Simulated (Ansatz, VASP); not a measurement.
Mo in VASP and in Ansatz

Contents of INCAR:

```
PREC     = Accurate       # precision mode
ENCUT    = 520            # plane-wave cutoff, eV
EDIFF    = 1E-7           # SCF threshold, eV
ISMEAR   = 0              # smearing method
SIGMA    = 0.15           # smearing width, eV
LREAL    = False          # projectors in reciprocal space
LASPH    = True           # aspherical terms in the spheres
NELM     = 100            # most SCF steps
ALGO     = Normal         # electronic algorithm
ISIF     = 2              # what is computed and relaxed
LWAVE    = False          # write WAVECAR
LCHARG   = False          # write CHGCAR
GGA      = CA             # functional
NBANDS   = 13             # bands
```

Contents of KPOINTS:

```
Automatic mesh
0
Gamma
  18 18 18
```

POSCAR

```
Mo
1.0
    2.8175757091      0.0000000000      0.0000000000
   -1.4087878546      2.4400921412      0.0000000000
    0.0000000000      0.0000000000      2.5935084105
Mo
1
Direct
    0.0000000000      0.0000000000      0.5000000000
```

Input for Ansatz:

```yaml
crystal:
  lattice:
    - [2.8175757091, 0.0, 0.0]
    - [-1.4087878546, 2.4400921412, 0.0]
    - [0.0, 0.0, 2.5935084105]
  atoms:
    - { symbol: Mo, position: [0.0, 0.0, 0.5] }
basis:
  ecutwfc: 420
kpoints:
  mp_grid: { grid: [18, 18, 18] }
hamiltonian:
  xc: lda
scf:
  occupations: { method: gaussian, width: 0.15 }
output:
  forces: true
  stress: true
  eigenvalues: true
```

Change from the starting cell: strain +0.030 along x and y, +0.015 along z, atoms carried along.

Alike in both runs: task single point; functional LDA; k mesh 18 × 18 × 18; occupations gaussian, width 0.15 eV; no spin polarisation.

|  | VASP | Ansatz |
| --- | --- | --- |
| version | VASP 6.6.1 | Ansatz 0.2.0 |
| potentials or method | VASP PAW LDA potentials, release 64 (Mo_sv), cutoff 520 eV | scalar-relativistic, plane waves, PAW |
| valence electrons in the cell | 14 | 14 |

|  | VASP | Ansatz | Ansatz less VASP |
| --- | --- | --- | --- |
| gap on the k mesh at the Fermi level (eV) | none | none | - |
| pressure (GPa) | -20.2 | -21.0 | -0.71 |
| traceless stress, the component that is largest in VASP (GPa) | -2.01 | -2.08 | -0.075 |

LDA's correlation is that of Perdew and Zunger in VASP and of Perdew and Wang (1992) in Ansatz. A gap of «none» marks a metal or a gap that the smearing closes.
